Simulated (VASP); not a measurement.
# MgS (P6_3mc) in VASP: notebook, part 2 of 2

VASP 6.6.1. Earlier steps stand in the parts before.

### Step 4. Single point, r2SCAN (strain +0.5%)

File POSCAR:

```
MgS
1.0
    4.0487687626      0.0000000000      0.0000000000
   -2.0243843813      3.5063366025      0.0000000000
    0.0000000000      0.0000000000      6.4866647501
Mg S
2 2
Direct
    0.3333333333      0.6666666667     -0.0028727190
    0.6666666667      0.3333333333      0.4971272810
    0.3333333333      0.6666666667      0.3778727190
    0.6666666667      0.3333333333      0.8778727190
```

File INCAR.step1:

```
SYSTEM = MgS
PREC = Accurate
ENCUT = 520
ISMEAR = 0
SIGMA = 0.01
LREAL = .False.
LASPH = .True.
NELM = 60
NBANDS = 16
GGA = PE
ALGO = Normal
EDIFF = 1E-4
LWAVE = .True.
LCHARG = .False.
```

File INCAR.step2:

```
SYSTEM = MgS
PREC = Accurate
ENCUT = 520
EDIFF = 1E-6
ISMEAR = 0
SIGMA = 0.01
LREAL = .False.
LASPH = .True.
NELM = 60
ALGO = Normal
ISIF = 2
LWAVE = .False.
LCHARG = .True.
METAGGA = R2SCAN
LMIXTAU = .True.
LELF = .True.
LVHAR = .True.
NBANDS = 16
ISTART = 1
```

File KPOINTS:

```
Automatic mesh
0
Gamma
  12 12 4
  0 0 0
```

Potentials or basis: VASP PAW PBE potentials, release 64 (Mg, S).

Launch:

```bash
> cat potpaw_PBE.64/Mg/POTCAR potpaw_PBE.64/S/POTCAR > POTCAR
> cp INCAR.step1 INCAR
> mpirun -np 1 vasp_std > vasp.out
> cp INCAR.step2 INCAR
> mpirun -np 1 vasp_std > vasp.out
```

OUTCAR:

```text
SYSTEM = MgS
   PREC = Accurate
   ENCUT = 520
   EDIFF = 1E-6
   ISMEAR = 0
   LREAL = .False.
   LASPH = .True.
   NELM = 60
   ISIF = 2
   METAGGA = R2SCAN
   ISTART = 1

 ion  position               nearest neighbor table
   1  0.333  0.667  0.997-   4 2.46   4 2.46   4 2.46   3 2.47
   2  0.667  0.333  0.497-   3 2.46   3 2.46   3 2.46   4 2.47
   3  0.333  0.667  0.378-   2 2.46   2 2.46   2 2.46   1 2.47
   4  0.667  0.333  0.878-   1 2.46   1 2.46   1 2.46   2 2.47

  LATTYP: Found a hexagonal cell.
 ALAT       =     4.0487687626
 C/A-ratio  =     1.6021326804

  Lattice vectors:

 A1 = (   4.0487687626,   0.0000000000,   0.0000000000)
 A2 = (  -2.0243843813,   3.5063366025,   0.0000000000)
 A3 = (   0.0000000000,   0.0000000000,   6.4866647501)

Analysis of symmetry for initial positions (statically):
=====================================================================
 Subroutine PRICEL returns:
 Original cell was already a primitive cell.

 Routine SETGRP: Setting up the symmetry group for a
 hexagonal supercell.

 Subroutine GETGRP returns: Found 12 space group operations
 (whereof  6 operations were pure point group operations)
 out of a pool of 24 trial point group operations.

[... 172 lines left out ...]
 fundamental gap:      4.0558565926
 Fermi energy:         0.8425040465

 k-point     1 :       0.0000    0.0000    0.0000
  band No.  band energies     occupation
      1     -11.0221      2.00000
      2     -10.3074      2.00000
      3      -2.3998      2.00000
      4       0.2496      2.00000
      5       0.2496      2.00000
      6       0.6605      2.00000
[... 433 lines left out ...]
      3      -1.9640      2.00000
      4      -1.5096      2.00000
      5      -0.8495      2.00000
      6      -0.1912      2.00000
[... 8 lines left out ...]
     15      10.4513      0.00000
     16      11.5036      0.00000

 [... further k-points ...]

------------------------ aborting loop because EDIFF is reached ----------------------------------------

  FORCE on cell =-STRESS in cart. coord.  units (eV):
  Direction    XX          YY          ZZ          XY          YZ          ZX
  --------------------------------------------------------------------------------------
  -------------------------------------------------------------------------------------
  Total       -0.6704726     -0.6704726     -0.6366673      0.0000000      0.0000000      0.0000000
  in kB      -11.6652366    -11.6652366    -11.0770746      0.0000000      0.0000000      0.0000000
  external PRESSURE =     -11.4691826 kB  Pullay stress =       0.0000000 kB

 VOLUME and BASIS-vectors are now :
 -----------------------------------------------------------------------------
  energy-cutoff  :      520.00
  volume of cell :       92.09
      direct lattice vectors                 reciprocal lattice vectors
     4.048768763  0.000000000  0.000000000     0.246988667  0.142598973  0.000000000
    -2.024384381  3.506336602  0.000000000     0.000000000  0.285197947  0.000000000
     0.000000000  0.000000000  6.486664750     0.000000000  0.000000000  0.154162430

 POSITION                                       TOTAL-FORCE (eV/Angst)
 -----------------------------------------------------------------------------------
     -0.00000      2.33756      6.46803        -0.000000      0.000000      0.005043
      2.02438      1.16878      3.22470         0.000000     -0.000000      0.005043
     -0.00000      2.33756      2.45113        -0.000000      0.000000     -0.005043
      2.02438      1.16878      5.69447        -0.000000      0.000000     -0.005043
 -----------------------------------------------------------------------------------
    total drift:                               -0.000000     -0.000000      0.008435

  FREE ENERGIE OF THE ION-ELECTRON SYSTEM (eV)
  ---------------------------------------------------
  free  energy   TOTEN  =       -30.9302158232 eV

  energy  without entropy=      -30.9302158232  energy(sigma->0) =      -30.93021582
```

OUTCAR.step1:

```text
SYSTEM = MgS
   PREC = Accurate
   ENCUT = 520
   ISMEAR = 0
   LREAL = .False.
   LASPH = .True.
   NELM = 60
[... 686 lines left out ...]
      2.02438      1.16878      3.22470         0.000000     -0.000000     -0.000892
     -0.00000      2.33756      2.45113         0.000000     -0.000000      0.000892
      2.02438      1.16878      5.69447         0.000000      0.000000      0.000892
 -----------------------------------------------------------------------------------
    total drift:                               -0.000000      0.000000     -0.000544

  FREE ENERGIE OF THE ION-ELECTRON SYSTEM (eV)
  ---------------------------------------------------
  free  energy   TOTEN  =       -16.9807031091 eV

  energy  without entropy=      -16.9807031091  energy(sigma->0) =      -16.98070311
```

Wall time 3.2 min (1 thread of Intel Xeon Platinum 8488C (Sapphire Rapids), shared host); peak memory 0.25 GiB.

What came out:

| Item | Value |
| --- | --- |
| Free energy | -30.9302 eV |
| Pressure | -1.1 GPa |
| Largest force | 0.005 eV/Å |
| Band gap on the k mesh | 4.06 eV, direct |

Forces on the atoms (eV/Å):
```
Mg   0.000  0.000  0.005
Mg   0.000  0.000  0.005
S    0.000  0.000 -0.005
S    0.000  0.000 -0.005
```

Levels at points of the mesh, in eV from the valence-band top:
```tsv
k point	band 5	band 6	band 7	band 8	band 9	band 10	band 11	band 12
(0.00, 0.00, 0.00)	-0.53	-0.12	-0.12	0.00	4.06	5.36	8.11	8.11
(0.50, 0.00, 0.00)	-1.84	-1.20	-0.90	-0.43	5.29	5.69	6.40	8.07
(0.00, 0.00, 0.50)	-0.33	-0.33	-0.33	-0.33	5.54	5.54	8.22	8.22
(0.50, 0.00, 0.50)	-0.85	-0.85	-0.79	-0.79	5.17	5.17	6.91	6.91
```

Caveat: the cell differs from its parent crystal (strain +0.5%); the PAW data sets were made with another functional, which shifts forces and pressure a little. A k mesh can miss the band edges.

### Step 5. Summary

```csv
level,cell,smearing,gap on the mesh (eV),pressure (GPa)
PBE,"a = 4.029, b = 4.029, c = 6.713 Å, angles 90.0, 90.0, 120.0°, 4 atoms",fermi-dirac 0.02 eV,3.28,-1.2
r2SCAN,"a = 4.029, b = 4.029, c = 6.454 Å, angles 90.0, 90.0, 120.0°, 4 atoms",gaussian 0.01 eV,4.13,-0.3
r2SCAN,"a = 4.049, b = 4.049, c = 6.487 Å, angles 90.0, 90.0, 120.0°, 4 atoms",gaussian 0.01 eV,4.06,-1.1
```

Alike in all rows: task single point; potentials or basis VASP PAW PBE potentials, release 64 (Mg, S); no spin polarisation; k mesh 12 × 12 × 4; cutoff (eV) 520.

Caveats: the PAW data sets were made with another functional, which shifts forces and pressure a little (some runs).

Total energies depend on the potentials used, so only differences within one code and one set of settings carry meaning.
